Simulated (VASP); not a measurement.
Input of a VASP 6.6.1 run:

The input INCAR:

```
SYSTEM = Sr
  PREC = Accurate
  ENCUT = 500
  EDIFF = 1E-6
  ISMEAR = -1
  SIGMA = 0.6
  LREAL = .FALSE.
  LASPH = .TRUE.
  NELM = 120
  ALGO = Normal
  ISIF = 2
  LWAVE = .FALSE.
  LCHARG = .FALSE.
  NBANDS = 11
  GGA_COMPAT = .FALSE.
```

KPOINTS

```
regular mesh
0
G
  9 9 9
  0 0 0
```

POSCAR

```
Sr
1.0
    0.0000000000      2.9028949114      2.9028949114
    2.9028949114      0.0000000000      2.9028949114
    2.9028949114      2.9028949114      0.0000000000
Sr
1
Direct
    0.0000000000      0.0000000000      0.0000000000
```

Potentials or basis: VASP PAW LDA potentials, release 64 (Sr_sv).

Run with:

```bash
$ cat potpaw_LDA.64/Sr_sv/POTCAR > POTCAR
$ mpirun -np 1 vasp_std > vasp.out
```

(1) What does it give for the pressure?

Answers

(1) 0.5 GPa.
